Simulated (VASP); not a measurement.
# ScB2Sb3 (Immm) in VASP: single point with PBE

Aim: the single point of ScB2Sb3 with PBE.

All numbers are computed with VASP 6.6.1; they aren't measurements. Logs are shortened: lines on timing, memory, paths and dates and some standing lists are left out, and cuts for length are marked.

## (1) The cell of the first run

Symmetry: Immm, No. 71, orthorhombic system. The conventional cell has a = 4.772 Å, b = 6.070 Å, c = 11.739 Å, α = 90.00°, β = 90.00°, γ = 90.00°. Within 3.9 Å of Sc (site symmetry mmm) lie 6 Sb at 2.94 to 3.04 Å and 4 B at 3.67 Å. B (site symmetry mm2) has 2 Sb at 2.07 to 2.08 Å within 2.7 Å. Sb (site symmetry mm2) has 1 B at 2.08 Å within 2.8 Å. Within 2.7 Å of Sb (site symmetry mmm) lie 2 B at 2.07 Å.

The cell was generated, and may not be a known phase.

## (2) Single point, PBE

INCAR

```
SYSTEM = ScB2Sb3
  PREC = Accurate
  ENCUT = 560
  EDIFF = 1E-6
  ISMEAR = 0
  SIGMA = 0.1
  LREAL = .FALSE.
  LASPH = .TRUE.
  NELM = 120
  ALGO = Normal
  ISIF = 2
  LWAVE = .FALSE.
  LCHARG = .FALSE.
  GGA = PE
  NBANDS = 40
  GGA_COMPAT = .FALSE.
```

KPOINTS

```
regular mesh
0
G
  4 4 4
  0 0 0
```

POSCAR

```
ScB2Sb3
1.0
   -2.3861760733      3.0350901329      5.8695907921
    2.3861760733     -3.0350901329      5.8695907921
    2.3861760733      3.0350901329     -5.8695907921
Sc B Sb
1 2 3
Direct
    0.0000000000      0.5000000000      0.5000000000
    0.3239066607      0.3239066607      0.0000000000
    0.6760933393      0.6760933393      0.0000000000
    0.8531795033      0.8531795033      0.0000000000
    0.1468204967      0.1468204967      0.0000000000
    0.5000000000      0.5000000000      0.0000000000
```

Potentials or basis: VASP PAW PBE potentials, release 64 (Sc_sv, B, Sb_d_GW).

On the command line:

```bash
cat potpaw_PBE.64/Sc_sv/POTCAR potpaw_PBE.64/B/POTCAR potpaw_PBE.64/Sb_d_GW/POTCAR > POTCAR
mpirun -np 1 vasp_std > vasp.out
```

OUTCAR:

```text
SYSTEM = ScB2Sb3
   PREC = Accurate
   ENCUT = 560
   EDIFF = 1E-6
   ISMEAR = 0
   LREAL = .FALSE.
   LASPH = .TRUE.
   NELM = 120
   ISIF = 2
   GGA = PE

 ion  position               nearest neighbor table
   1  0.000  0.500  0.500-   5 2.94   4 2.94   5 2.94   4 2.94   6 3.04   6 3.04
   2  0.324  0.324  0.000-   6 2.07   5 2.08
   3  0.676  0.676  0.000-   6 2.07   4 2.08
   4  0.853  0.853  0.000-   3 2.08   1 2.94   1 2.94
   5  0.147  0.147  0.000-   2 2.08   1 2.94   1 2.94
   6  0.500  0.500  0.000-   2 2.07   3 2.07   1 3.04   1 3.04

  LATTYP: Found a body centered orthorhombic cell.
 ALAT       =     4.7723521466
 B/A-ratio  =     1.2719472661
 C/A-ratio  =     2.4598313837

  Lattice vectors:

 A1 = (  -2.3861760733,   3.0350901329,   5.8695907921)
 A2 = (   2.3861760733,  -3.0350901329,   5.8695907921)
 A3 = (   2.3861760733,   3.0350901329,  -5.8695907921)

Analysis of symmetry for initial positions (statically):
=====================================================================
 Subroutine PRICEL returns:
 Original cell was already a primitive cell.

 Routine SETGRP: Setting up the symmetry group for a
 body centered orthorhombic supercell.

 Subroutine GETGRP returns: Found  8 space group operations
 (whereof  8 operations were pure point group operations)
 out of a pool of  8 trial point group operations.

The static configuration has the point symmetry D_2h.

Analysis of symmetry for dynamics (positions and initial velocities):
=====================================================================
 Subroutine PRICEL returns:
 Original cell was already a primitive cell.

 Routine SETGRP: Setting up the symmetry group for a
 body centered orthorhombic supercell.

 Subroutine GETGRP returns: Found  8 space group operations
 (whereof  8 operations were pure point group operations)
 out of a pool of  8 trial point group operations.

The dynamic configuration has the point symmetry D_2h.

 Subroutine INISYM returns: Found  8 space group operations
 (whereof  8 operations are pure point group operations),
 and found     1 'primitive' translations

----------------------------------------------------------------------------------------

                                     Primitive cell

  volume of cell :     170.0364

  direct lattice vectors                    reciprocal lattice vectors
    -2.386176073  3.035090133  5.869590792     0.000000000  0.164739753  0.085184814
     2.386176073 -3.035090133  5.869590792     0.209540279  0.000000000  0.085184814
     2.386176073  3.035090133 -5.869590792     0.209540279  0.164739753  0.000000000

  length of vectors
     7.025503856  7.025503856  7.025503856     0.185460613  0.226193680  0.266545146

  position of ions in fractional coordinates (direct lattice)
     0.000000000  0.500000000  0.500000000
     0.323906661  0.323906661  0.000000000
     0.676093339  0.676093339  0.000000000
     0.853179503  0.853179503  0.000000000
     0.146820497  0.146820497  0.000000000
     0.500000000  0.500000000  0.000000000

  ion indices of the primitive-cell ions
   primitive index   ion index
                 1           1
                 2           2
                 3           3
                 4           4
                 5           5
                 6           6

----------------------------------------------------------------------------------------

 KPOINTS: regular mesh

Automatic generation of k-mesh.
 Grid dimensions read from file:
 generate k-points for:    4    4    4

 Generating k-lattice:

  Cartesian coordinates                     Fractional coordinates (reciprocal lattice)
     0.000000000  0.041184938  0.021296204     0.250000000 -0.000000000  0.000000000
     0.052385070  0.000000000  0.021296204     0.000000000  0.250000000  0.000000000
     0.052385070  0.041184938  0.000000000     0.000000000 -0.000000000  0.250000000

  Length of vectors
     0.046365153  0.056548420  0.066636286

  Shift w.r.t. Gamma in fractional coordinates (k-lattice)
     0.000000000  0.000000000  0.000000000

 Subroutine IBZKPT returns following result:
 ===========================================

 Found     18 irreducible k-points:

 Following reciprocal coordinates:
            Coordinates               Weight
  0.000000  0.000000  0.000000      1.000000
  0.250000  0.000000 -0.000000      4.000000
  0.500000  0.000000 -0.000000      2.000000
  0.000000  0.250000  0.000000      4.000000
  0.250000  0.250000  0.000000      8.000000
  0.500000  0.250000  0.000000      8.000000
[... 10 lines left out ...]
 -0.250000 -0.250000  0.250000      2.000000
  0.500000  0.500000  0.500000      1.000000
   k-points           NKPTS =     18   k-points in BZ     NKDIM =     18   number of bands    NBANDS=     40
   number of dos      NEDOS =    301   number of ions     NIONS =      6
   total plane-waves  NPLWV = 157464
   dimension x,y,z NGX =    54 NGY =   54 NGZ =   54
   dimension x,y,z NGXF=   108 NGYF=  108 NGZF=  108
   ions per type =               1   2   3
   NGX,Y,Z   is equivalent  to a cutoff of  12.78, 12.78, 12.78 a.u.
   NGXF,Y,Z  is equivalent  to a cutoff of  25.56, 25.56, 25.56 a.u.
 SYSTEM =  ScB2Sb3
   PREC   = accura    normal or accurate (medium, high low for compatibility)
   ISTART =      0    job   : 0-new  1-cont  2-samecut
   ICHARG =      2    charge: 1-file 2-atom 10-const
   ISPIN  =      1    spin polarized calculation?
   LNONCOLLINEAR =      F non collinear calculations
   LSORBIT =      F    spin-orbit coupling
   LASPH  =      T    aspherical Exc in radial PAW
   ENCUT  =  560.0 eV  41.16 Ry    6.42 a.u.  13.56 13.56 13.56*2*pi/ulx,y,z
   NELM   =    120;   NELMIN=  2; NELMDL= -5     # of ELM steps
   EDIFF  = 0.1E-05   stopping-criterion for ELM
   LREAL  =      F    real-space projection
   EDIFFG = 0.1E-04   stopping-criterion for IOM
   NSW    =      0    number of steps for IOM
   IBRION =     -1    ionic relax: 0-MD 1-quasi-New 2-CG
   NFREE  =      0    steps in history (QN), initial steepest desc. (CG)
   ISIF   =      2    stress and relaxation
   ISYM   =      2    0-nonsym 1-usesym 2-fastsym
   POTIM  = 0.5000    time-step for ionic-motion
   TEBEG  =    0.0;   TEEND  =   0.0 temperature during run
   PSTRESS=    0.0 pullay stress
   NELECT =      62.0000    total number of electrons
   NUPDOWN=      -1.0000    fix difference up-down
   EMIN   =  10.00;   EMAX   =-10.00  energy-range for DOS
   EFERMI =   0.00;   METHOD = LEGACY
   ISMEAR =     0;   SIGMA  =   0.10  broadening in eV -4-tet -1-fermi 0-gaus
   EFERMI_NEDOS =   21; number of points for ismear=-14 and -15
   IALGO  =     38    algorithm
   IMIX   =      4    mixing-type and parameters
     AMIX     =   0.40;   BMIX     =  1.00
     AMIX_MAG =   1.60;   BMIX_MAG =  1.00
  volume/ion in A,a.u.               =      28.34       191.24
  Fermi-wavevector in a.u.,A,eV,Ry     =   1.169566  2.210159 18.611203  1.367885
  Thomas-Fermi vector in A             =   2.306037
   LORBIT       =      0    0 simple, 1 ext, 2 COOP (PROOUT), +10 PAW based schemes
   GGA     = PE    functional components
   LHFCALC =     F    Hartree Fock is set to
   AEXX    =    0.0000 exact exchange contribution
   IVDW    =     0    specifies the selected vdW correction
   LEPSILON=     F    determine dielectric tensor
   LRPA    =     F    only Hartree local field effects (RPA)
 non-spin polarized calculation
 Gauss-broadening in eV      SIGMA  =   0.10
  energy-cutoff  :      560.00
  volume of cell :      170.04
 maximum number of plane-waves:      5153
   NGX = 27   NGY = 27   NGZ = 27

 number of electron      61.9999995 magnetization

 Free energy of the ion-electron system (eV)
  ---------------------------------------------------
  ext. energy  EPLUGINS =         0.00000000
  ---------------------------------------------------
  free energy    TOTEN  =       -26.30753948 eV

  energy without entropy =      -26.29812319  energy(sigma->0) =      -26.30283133

 E-fermi :   2.6215     XC(G=0):  -8.7761

 val. band max:        2.6100079221   @ k =   0.0000   0.0000   0.0000
 cond. band min:       2.6472464627   @ k =   0.5000  -0.2500   0.2500
 fundamental gap:      0.0372385406
 Fermi energy:         2.6214564259

 k-point     1 :       0.0000    0.0000    0.0000
  band No.  band energies     occupation
      1     -47.6835      2.00000
      2     -26.7398      2.00000
      3     -26.5733      2.00000
      4     -26.5715      2.00000
      5     -26.5649      2.00000
      6     -26.5572      2.00000
[... 32 lines left out ...]
     39       6.0035      0.00000
     40       6.3073      0.00000

 k-point     2 :       0.2500    0.0000   -0.0000
  band No.  band energies     occupation
      1     -47.6835      2.00000
      2     -26.7460      2.00000
      3     -26.5951      2.00000
      4     -26.5727      2.00000
      5     -26.5649      2.00000
      6     -26.5588      2.00000
[... 32 lines left out ...]
     39       5.7565      0.00000
     40       6.3575      0.00000

 k-point     3 :       0.5000    0.0000   -0.0000
  band No.  band energies     occupation
      1     -47.6835      2.00000
      2     -26.7532      2.00000
      3     -26.6118      2.00000
      4     -26.5740      2.00000
      5     -26.5649      2.00000
      6     -26.5603      2.00000
[... 32 lines left out ...]
     39       5.3334      0.00000
     40       6.0532      0.00000

 k-point     4 :       0.0000    0.2500    0.0000
  band No.  band energies     occupation
      1     -47.6835      2.00000
      2     -26.7397      2.00000
      3     -26.5730      2.00000
      4     -26.5715      2.00000
      5     -26.5650      2.00000
      6     -26.5573      2.00000
[... 32 lines left out ...]
     39       5.3784      0.00000
     40       5.9400      0.00000
[... 514 lines left out ...]
     39       5.1191      0.00000
     40       5.5563      0.00000

 k-point    17 :      -0.2500   -0.2500    0.2500
  band No.  band energies     occupation
      1     -47.6835      2.00000
      2     -26.7397      2.00000
      3     -26.5733      2.00000
      4     -26.5715      2.00000
      5     -26.5649      2.00000
      6     -26.5572      2.00000
[... 32 lines left out ...]
     39       5.2253      0.00000
     40       6.0292      0.00000

 k-point    18 :       0.5000    0.5000    0.5000
  band No.  band energies     occupation
      1     -47.6835      2.00000
      2     -26.7397      2.00000
      3     -26.5733      2.00000
      4     -26.5715      2.00000
      5     -26.5649      2.00000
      6     -26.5572      2.00000
[... 32 lines left out ...]
     39       5.2343      0.00000
     40       5.3714      0.00000

------------------------ aborting loop because EDIFF is reached ----------------------------------------

  FORCE on cell =-STRESS in cart. coord.  units (eV):
  Direction    XX          YY          ZZ          XY          YZ          ZX
  --------------------------------------------------------------------------------------
  -------------------------------------------------------------------------------------
  Total       -0.0849010     -0.0438566     -0.0893224      0.0000000      0.0000000      0.0000000
  in kB       -0.7999846     -0.4132415     -0.8416451      0.0000000      0.0000000      0.0000000
  external PRESSURE =      -0.6849570 kB  Pullay stress =       0.0000000 kB

 VOLUME and BASIS-vectors are now :
 -----------------------------------------------------------------------------
  energy-cutoff  :      560.00
  volume of cell :      170.04
      direct lattice vectors                 reciprocal lattice vectors
    -2.386176073  3.035090133  5.869590792     0.000000000  0.164739753  0.085184814
     2.386176073 -3.035090133  5.869590792     0.209540279  0.000000000  0.085184814
     2.386176073  3.035090133 -5.869590792     0.209540279  0.164739753  0.000000000

 POSITION                                       TOTAL-FORCE (eV/Angst)
 -----------------------------------------------------------------------------------
      2.38618      0.00000      0.00000         0.000000     -0.000000     -0.000000
      0.00000      0.00000      3.80240         0.000000      0.000000      0.003876
      0.00000      0.00000      7.93678        -0.000000     -0.000000     -0.003876
      0.00000      0.00000     10.01563         0.000000     -0.000000     -0.007559
      0.00000      0.00000      1.72355        -0.000000      0.000000      0.007559
      0.00000      0.00000      5.86959         0.000000     -0.000000      0.000000
 -----------------------------------------------------------------------------------
    total drift:                                0.000000     -0.000000      0.000000

  FREE ENERGIE OF THE ION-ELECTRON SYSTEM (eV)
  ---------------------------------------------------
  free  energy   TOTEN  =       -26.3075394751 eV

  energy  without entropy=      -26.2981231924  energy(sigma->0) =      -26.30283133
```

Run time: 10 min. Hardware: 1 thread of Intel Xeon Platinum 8375C at 2.90GHz (Ice Lake), shared host; peak memory 0.48 GiB.

Results:

```
Free energy            : -26.3075 eV
Pressure               : -0.1 GPa
Largest force          : 0.008 eV/Å
Band gap on the k mesh : zero (bands 31 and 32 overlap by 0.48 eV)
```

Forces in eV/Å, atoms in the order of the input:
```
Sc   0.000  0.000  0.000
B    0.000  0.000  0.004
B    0.000  0.000 -0.004
Sb   0.000  0.000 -0.008
Sb   0.000  0.000  0.008
Sb   0.000  0.000  0.000
```

Levels at points of the mesh, in eV from the Fermi level:
```tsv
k point	band 27	band 28	band 29	band 30	band 31	band 32	band 33	band 34	band 35	band 36
(0.00, 0.00, 0.00)	-2.14	-2.11	-1.64	-0.61	-0.01	0.36	0.84	0.89	1.04	1.70
(0.50, 0.00, 0.00)	-2.15	-1.52	-1.30	-1.19	-0.73	0.64	0.74	1.14	1.26	1.49
(0.00, 0.50, 0.00)	-2.82	-2.54	-1.89	-1.01	-0.29	-0.28	0.11	0.63	1.23	1.62
(0.50, 0.50, 0.00)	-2.80	-2.62	-1.68	-0.11	-0.07	0.41	0.71	0.97	1.23	1.46
(0.50, 0.50, 0.50)	-2.45	-1.33	-0.52	-0.41	0.09	0.42	0.58	0.63	0.91	1.05
```

Caveat: semilocal functionals underestimate gaps, and a narrow one can read as zero; spin-orbit coupling is left out, which moves the levels of the heavy elements.

The gap in the log of VASP goes by the Fermi energy; the results here count the filled bands.